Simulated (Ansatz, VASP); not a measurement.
## C in VASP and in Ansatz

File INCAR:

```
ALGO = Normal ; EDIFF = 1E-7
ENCUT = 520 ; GGA = PE
ISIF = 2 ; ISMEAR = 0
LASPH = True ; LCHARG = False
LREAL = False ; LWAVE = False
NBANDS = 16 ; NELM = 60
PREC = Accurate ; SIGMA = 0.15
```

Contents of KPOINTS:

```
k-points
0
Gamma
  18 18 6
```

File POSCAR:

```
C
1.0
    1.2332770792     -2.1360444277      0.0000000000
    1.2332770792      2.1360444277      0.0000000000
    0.0000000000      0.0000000000      8.7070252276
C
4
Direct
    0.1632939663      0.8367060337      0.7993461864
    0.5033721990      0.4966278010      0.2006533882
    0.8367060337      0.1632939663      0.2006538136
    0.4966278010      0.5033721990      0.7993466118
```

Input for Ansatz:

```yaml
crystal:
  lattice:
    - [1.2332770792, -2.1360444277, 0.0]
    - [1.2332770792, 2.1360444277, 0.0]
    - [0.0, 0.0, 8.7070252276]
  atoms:
    - { symbol: C, position: [0.1632939663, 0.8367060337, 0.7993461864] }
    - { symbol: C, position: [0.503372199, 0.496627801, 0.2006533882] }
    - { symbol: C, position: [0.8367060337, 0.1632939663, 0.2006538136] }
    - { symbol: C, position: [0.496627801, 0.503372199, 0.7993466118] }
basis:
  ecutwfc: 520.0
kpoints:
  mp_grid: { grid: [18, 18, 6] }
hamiltonian:
  xc: pbe
  pseudopotentials: { kind: paw, azcp: { folder: soft_1 } }
scf:
  occupations: { method: gaussian, width: 0.15 }
output:
  forces: true
  stress: true
  eigenvalues: true
```

Change from the starting cell: mode 1 frozen in at -0.342 Å and mode 6 at +0.427 Å (largest displacements).

Alike in both runs: task single point; functional PBE; k mesh 18 × 18 × 6; occupations gaussian, width 0.15 eV; no spin polarisation.

|  | VASP | Ansatz |
| --- | --- | --- |
| version | VASP 6.6.1 | Ansatz 0.2.0 |
| potentials or method | VASP PAW PBE potentials, release 64 (C), cutoff 520 eV | scalar-relativistic, plane waves, PAW |
| valence electrons in the cell | 16 | 16 |

```tsv
	VASP	Ansatz	Ansatz less VASP
gap on the k mesh at the Fermi level (eV)	0.01	0.01	0.000
least direct gap on the mesh (eV)	0.01	0.01	0.000
pressure (GPa)	0.5	0.2	-0.34
traceless stress, the component that is largest in VASP (GPa)	0.19	0.60	+0.410
rms of the force components (eV/Å)	0.021	0.021	0.0000
```

Atom by atom the forces differ by 0.000 eV/Å (rms over components).
